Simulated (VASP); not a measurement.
Fe, 3 atoms in the cell. Symmetry: P6/mmm, No. 191, hexagonal system. Conventional cell: a = 3.122 Å, b = 3.122 Å, c = 1.912 Å, α = 90.00°, β = 90.00°, γ = 120.00°. Fe (site symmetry 6/mmm) has 14 Fe at 1.91 to 2.04 Å within 2.5 Å. Within 2.4 Å of Fe (site symmetry -6m2) lie 11 Fe at 1.80 to 2.04 Å. This isn't the form of Fe at room conditions, which is bcc.

* Program: VASP 6.6.1
* Task: single point
* Functional: PBE
* Potentials or basis: VASP PAW PBE potentials, release 64 (Fe)
* Cutoff: 520 eV
* k mesh: 9 × 9 × 12
* Occupations: fermi-dirac, width 0.08 eV
* Spin: collinear spin, ferromagnetic start
* Starting moments: [2.5, 2.5, 2.5] μB
* Dipole correction: no
* k mesh for the DOS: 14 × 14 × 18
* Occupations for the DOS: tetrahedron
* Further INCAR settings: ALGO = Normal; EDIFF = 1e-06; NBANDS = 23

Potentials or basis: VASP PAW PBE potentials, release 64 (Fe).

Run with:

```console
$ cat potpaw_PBE.64/Fe/POTCAR > POTCAR
$ cp INCAR.step1 INCAR
$ cp KPOINTS.step1 KPOINTS
$ mpirun -np 1 vasp_std > vasp.out
$ cp INCAR.step2 INCAR
$ cp KPOINTS.step2 KPOINTS
$ mpirun -np 1 vasp_std > vasp.out
```

Hardware: 1 thread of AMD EPYC 9R45 96-Core Processor (Zen 5) (shared host).

Task: Estimate the wall time of this run.

Result: Wall time 83 s on 1 thread of AMD EPYC 9R45 96-Core Processor (Zen 5), on a shared host, peak memory 0.22 GiB. Counts: k points 240.
